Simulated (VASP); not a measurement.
# IrSe: single point with r2SCAN

Crystal: IrSe.

```
CELL_PARAMETERS angstrom
0.00000 2.57593 2.57593
2.57593 0.00000 2.57593
2.57593 2.57593 0.00000
ATOMIC_POSITIONS crystal
Ir 0.51553 0.48447 0.51553
Se 0.00000 0.00000 0.00000
```

This cell differs from its parent crystal: atom 1 (Ir) moved 0.08 Å along y.

```
Program             : VASP 6.6.1
Task                : single point
Functional          : r2SCAN
Potentials or basis : VASP PAW PBE potentials, release 64 (Ir, Se)
Cutoff              : 520 eV
k mesh              : 12 × 12 × 12
Occupations         : gaussian, width 0.05 eV
Spin                : no spin polarisation
```

| Quantity | Value |
| --- | --- |
| Pressure | 1.1 GPa |
| Largest force | 0.068 eV/Å |

Forces on the atoms (eV/Å):
```
Ir   0.000 -0.068  0.000
Se   0.000  0.068  0.000
```

Stress tensor (GPa, compression positive):
```
0.55 0.00 0.00
0.00 2.33 0.00
0.00 0.00 0.55
```

Levels at points of the mesh, in eV from the Fermi level:
```csv
k point,band 6,band 7,band 8,band 9,band 10,band 11
"(0.00, 0.00, 0.00)",-2.60,-1.68,-1.68,-1.50,2.64,10.27
"(0.50, 0.00, 0.00)",-1.43,-0.91,3.52,4.28,4.49,6.87
"(0.50, 0.50, 0.00)",-1.85,-0.97,-0.95,-0.30,1.25,10.01
"(0.50, 0.00, 0.50)",-1.91,-0.97,-0.97,-0.36,1.27,10.04
```

Wall time 3.3 min on 1 thread of Intel(R) Xeon(R) Platinum 8559C (Emerald Rapids) (shared host), peak memory 0.23 GiB.

Caveat: the cell differs from its parent crystal (atom 1 (Ir) moved 0.08 Å along y); the PAW data sets were made with another functional, which shifts forces and pressure a little; spin-orbit coupling is left out, which moves the levels of the heavy elements.
